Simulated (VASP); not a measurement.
Set up this calculation in VASP 6.6.1, as the native input.

```yaml
Task: relaxation of cell and atoms
Functional: PBEsol
Potentials_or_basis: VASP PAW PBE potentials, release 64 (Mg)
Cutoff: 600 eV
k_mesh: 27 × 27 × 14
Occupations: gaussian, width 0.1 eV
Spin: no spin polarisation
Target_pressure: 1e-06 GPa
Dipole_correction: no
Further_INCAR_settings: ALGO = Fast; EDIFF = 1e-06; IBRION = 2; EDIFFG = -0.004; NSW = 70; ISIF = 3
```

The structure of Mg lies in POSCAR:

```
Mg
1.0
    2.9588537082      0.0000000000      0.0000000000
   -1.4794268541      2.5624424774      0.0000000000
    0.0000000000      0.0000000000      4.8053842113
Mg
2
Direct
    0.3333333333      0.6666666667      0.2500000000
    0.6666666667      0.3333333333      0.7500000000
```

The input as run:

INCAR

```
  PREC = Accurate
  ENCUT = 600
  EDIFF = 1E-6
  ISMEAR = 0
  SIGMA = 0.1
  LREAL = F
  LASPH = T
  NELM = 100
  ALGO = Fast
  ISIF = 3
  LWAVE = F
  LCHARG = F
  GGA = PS
  IBRION = 2
  NSW = 70
  EDIFFG = -0.004
  PSTRESS = 9.999999999999999e-06
```

KPOINTS

```
Automatic mesh
0
Gamma
  27 27 14
```

Potentials or basis: VASP PAW PBE potentials, release 64 (Mg).

The run is started by

```bash
$ cat potpaw_PBE.64/Mg/POTCAR > POTCAR
$ mpirun -np 1 vasp_std > vasp.out
```

It gave:

```json
{
 "Relaxed volume": "22.49 Å³/atom",
 "Relaxed cell": "a = 3.174 Å, b = 3.174 Å, c = 5.158 Å, α = 90.00°, β = 90.00°, γ = 120.00°",
 "Space group after relaxing (to 0.1 Å)": "P6_3/mmc (No. 194)",
 "Energy change on relaxing (the run minimises the enthalpy)": "-135.9 meV/atom",
 "Ionic steps": "9",
 "Pressure after relaxing": "0.0 GPa",
 "Band gap on the k mesh": "zero (bands 2 and 3 overlap by 2.23 eV)"
}
```

Caveat: the cell is relaxed towards a set pressure, so the run minimises the enthalpy, not the energy; the volume moved by over 15 % at a fixed basis, so the end points are rough; the PAW data sets were made with another functional, which shifts forces and pressure a little.

Run time: 5.1 min on 1 thread of Intel(R) Xeon(R) Platinum 8375C CPU @ 2.90GHz (Ice Lake), with other jobs on the host, peak memory 0.32 GiB.
